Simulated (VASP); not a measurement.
Ga3BAs4:

```xyz
8
Lattice="-2.7185 2.7185 5.4530 2.7185 -2.7185 5.4530 2.7185 2.7185 -5.4530" Properties=species:S:1:pos:R:3 pbc="T T T"
Ga    0.0000    0.0000    5.4530
Ga    2.7185    0.0000    2.7265
Ga    0.0000    2.7185    2.7265
B     0.0000    0.0000    0.0000
As   -1.3984    1.3984    4.1596
As    1.3984    1.3984    6.7465
As    1.3984   -1.3984    4.1596
As    1.3201    1.3201    1.2935
```

The cell was generated, and may not be a known phase.

```yaml
Program: VASP 6.6.1
Task: relaxation of cell and atoms
Functional: PBE
Potentials_or_basis: VASP PAW PBE potentials, release 64 (Ga_d, B, As)
Cutoff: 600 eV
k_mesh: 4 × 4 × 4
Occupations: gaussian, width 0.2 eV
Spin: no spin polarisation
```

At the start: pressure 4.1 GPa; volume 20.15 Å³/atom.

How do energy, volume and symmetry change on relaxing?

Over 7 steps the energy falls by 96.3 meV/atom and the volume is 20.88 Å³/atom (+3.6 %); space group I-42m (No. 121, to 0.1 Å) before and after.

Step by step:
| step | energy change (eV) | largest force (eV/Å) | pressure (GPa) | volume (Å³) |
| --- | --- | --- | --- | --- |
| 1 | 0.0000 | 1.9439 | 4.09 | 161.20 |
| 2 | -0.5650 | 0.8467 | -2.40 | 173.49 |
| 3 | -0.5762 | 0.7010 | -3.12 | 175.44 |
| 4 | -0.7658 | 0.1116 | -0.53 | 168.24 |
| 5 | -0.7691 | 0.0924 | -0.05 | 167.23 |
| 6 | -0.7690 | 0.0865 | -0.15 | 167.39 |
| 7 | -0.7707 | 0.0372 | 0.02 | 167.05 |

Final structure:
```
Ga B As
1.0
    -2.75801    2.75801    5.49018
     2.75801   -2.75801    5.49018
     2.75801    2.75801   -5.49018
Ga B As
3 1 4
Direct
  0.50000 0.50000 0.00000
  0.25000 0.75000 0.50000
  0.75000 0.25000 0.50000
  0.00000 0.00000 0.00000
  0.66456 0.10623 0.00000
  0.89377 0.89377 0.55834
  0.10623 0.66456 0.00000
  0.33544 0.33544 0.44167
```

Caveat: the relaxation stopped at a loose force limit of 0.08 eV/Å, so its end isn't a converged minimum.
